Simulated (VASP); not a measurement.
Input of a VASP 6.6.1 run:

Contents of INCAR:

```
SYSTEM = Li2O
PREC = Accurate ; ENCUT = 750
EDIFF = 1E-6 ; ISMEAR = 0
SIGMA = 0.01 ; LREAL = .FALSE.
LASPH = .TRUE. ; NELM = 200
ALGO = Normal ; ISIF = 2
LWAVE = .FALSE. ; LCHARG = .TRUE.
ISPIN = 2 ; MAGMOM = 0 0 0
LORBIT = 11 ; NUPDOWN = 0.0
GGA = PE ; LELF = .TRUE.
LVHAR = .TRUE. ; NBANDS = 17
ISYM = 0 ; GGA_COMPAT = .FALSE.
```

Contents of KPOINTS:

```
regular mesh
0
G
  3 3 5
  0 0 0
```

POSCAR

```
Li2O
1.0
    0.0000000000      2.3268543819      2.3268543819
    2.3268543819      0.0000000000      2.3268543819
    2.3268543819      2.3268543819      0.0000000000
Li O
2 1
Direct
    0.7500000000      0.7500000000      0.7500000000
    0.2500000000      0.2500000000      0.2500000000
    0.0000000000      0.0000000000      0.0000000000
```

Potentials or basis: VASP PAW PBE potentials, release 64 (Li_sv, O).

Command:

```sh
$ cat potpaw_PBE.64/Li_sv/POTCAR potpaw_PBE.64/O/POTCAR > POTCAR
$ mpirun -np 1 vasp_std > vasp.out
```

(1) Predict the pressure.

Results:

(1) -1.6 GPa.

Caveat: the k points lie up to 0.76 Å⁻¹ apart; the total moment is fixed, so each spin has its own Fermi level.
